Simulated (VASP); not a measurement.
Write the native input for VASP 6.6.1 that does the following.

| Quantity | Value |
| --- | --- |
| Task | single point |
| Functional | PBE |
| Potentials or basis | VASP PAW PBE potentials, release 64 (Li_sv, Cl) |
| Cutoff | 520 eV |
| k mesh | 2 × 2 × 2, shifted |
| Occupations | fermi-dirac, width 0.0689 eV |
| Spin | no spin polarisation |
| Dipole correction | no |
| Further INCAR settings | LREAL = Auto; ALGO = Normal; EDIFF = 1e-06; NBANDS = 54 |

The structure of LiCl lies in POSCAR:

```
LiCl
1.0
   -3.9508755633      0.0000000000      6.3992626309
   -3.9508755633      0.0000000000     -6.3992626309
    3.9508755633     -6.8431172099      0.0000000000
Li Cl
8 8
Direct
    0.5744241752      0.7482473270      0.3655664404
    0.6390889908      0.7582177160      0.8500718052
    0.1366859709      0.2179512713      0.3253270303
    0.0897243617      0.2597648902      0.8636914755
    0.5285943861      0.1283721812      0.1932739071
    0.5403916727      0.2184148890      0.7566700732
    0.0029453661      0.6534675028      0.2037542186
    0.0535001065      0.6394910583      0.6486460576
    0.3830702614      0.9129680317      0.3349260183
    0.4593783088      0.9264908766      0.8348649928
    0.9015730340      0.3744376131      0.3219380777
    0.9182941041      0.4460373498      0.8449782201
    0.8333694070      0.8446250788      0.1515611918
    0.8028802429      0.7973031941      0.6583987767
    0.3617281410      0.3420668132      0.1646759752
    0.3236443759      0.3350777245      0.6481325489
```

This cell differs from its parent crystal: dynamics (nve) at 800 K, volume x 1.02, from the last frame before.

These files were run (other wordings do the same):

INCAR

```
SYSTEM = LiCl
  PREC = Accurate
  ENCUT = 520
  EDIFF = 1E-6
  ISMEAR = -1
  SIGMA = 0.0689
  LREAL = Auto
  LASPH = .True.
  NELM = 100
  ALGO = Normal
  ISIF = 2
  LWAVE = .False.
  LCHARG = .False.
  GGA = PE
  NBANDS = 54
```

KPOINTS

```
Automatic mesh
0
Gamma
  2 2 2
  0.5 0.5 0.5
```

Potentials or basis: VASP PAW PBE potentials, release 64 (Li_sv, Cl).

Launch:

```bash
$ cat potpaw_PBE.64/Li_sv/POTCAR potpaw_PBE.64/Cl/POTCAR > POTCAR
$ mpirun -np 1 vasp_std > vasp.out
```

It gave:

```yaml
Largest_force: 0.975 eV/Å
Band_gap_on_the_k_mesh: 6.25 eV, direct
```

Run time: 68 s on 1 thread of Intel(R) Xeon(R) 6975P-C (Granite Rapids), on a shared host, peak memory 0.42 GiB.
